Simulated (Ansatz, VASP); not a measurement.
## Two plane-wave programs on Re

Contents of INCAR:

```
SYSTEM = Re
PREC = Accurate
ENCUT = 520
EDIFF = 1E-6
ISMEAR = -1
SIGMA = 0.05
LREAL = .FALSE.
LASPH = .TRUE.
NELM = 60
ALGO = Fast
ISIF = 2
LWAVE = .FALSE.
LCHARG = .FALSE.
GGA = RE
NBANDS = 14
```

File KPOINTS:

```
Automatic mesh
0
G
  11 11 6
  0 0 0
```

File POSCAR:

```
Re
1.0
    2.7608000000      0.0000000000      0.0000000000
   -1.3804000000      2.3909229348      0.0000000000
    0.0000000000      0.0000000000      4.4582000000
Re
2
Direct
    0.6666666667      0.3333333333      0.7500000000
    0.3333333333      0.6666666667      0.2500000000
```

input.yaml

```yaml
crystal:
  lattice:
    - [2.7608, 0.0, 0.0]
    - [-1.3804, 2.3909229348, 0.0]
    - [0.0, 0.0, 4.4582]
  atoms:
    - { symbol: Re, position: [0.6666666667, 0.3333333333, 0.75] }
    - { symbol: Re, position: [0.3333333333, 0.6666666667, 0.25] }
hamiltonian:
  xc: revpbe
  pseudopotentials: { kind: paw }
kpoints:
  mp_grid: { grid: [11, 11, 6] }
  band_path:
    path:
      - [[0.0, 0.0, 0.0], [0.5, 0.0, 0.0], [0.3333333333, 0.3333333333, 0.0], [0.0, 0.0, 0.0], [0.0, 0.0, 0.5], [0.5, 0.0, 0.5], [0.3333333333, 0.3333333333, 0.5], [0.0, 0.0, 0.5]]
      - [[0.5, 0.0, 0.5], [0.5, 0.0, 0.0]]
      - [[0.3333333333, 0.3333333333, 0.0], [0.3333333333, 0.3333333333, 0.5]]
    npoints: 14
scf:
  occupations: { method: fermi_dirac, width: 0.05 }
  n_extra_bands: 6
output:
  forces: true
  stress: true
  eigenvalues: true
  fatbands: false
```

Alike in both runs: functional revPBE; k mesh 11 × 11 × 6; occupations fermi-dirac, width 0.05 eV; no spin polarisation.

|  | VASP | Ansatz |
| --- | --- | --- |
| version | VASP 6.6.1 | Ansatz 0.2.0 |
| potentials or method | VASP PAW PBE potentials, release 64 (Re) | Ansatz PAW |
| plane-wave cutoff (eV) | 520 | 420 |
| valence electrons in the cell | 14 | 30 |
| task | single point | band structure |

```tsv
	VASP	Ansatz	Ansatz less VASP
gap on the k mesh at the Fermi level (eV)	none	none	-
pressure (GPa)	8.3	8.8	+0.48
traceless stress, the component that is largest in VASP (GPa)	0.20	0.34	+0.144
```

VASP's potentials were made for PBE, not for revPBE. A gap of «none» marks a metal or a gap that the smearing closes. The functional is the same, so the differences come from potentials, cutoffs and numerics. VASP's potentials hold 14 valence electrons a cell and Ansatz's 30, so a difference there can come from the potentials and not from the codes.

Spin-orbit coupling is off throughout.
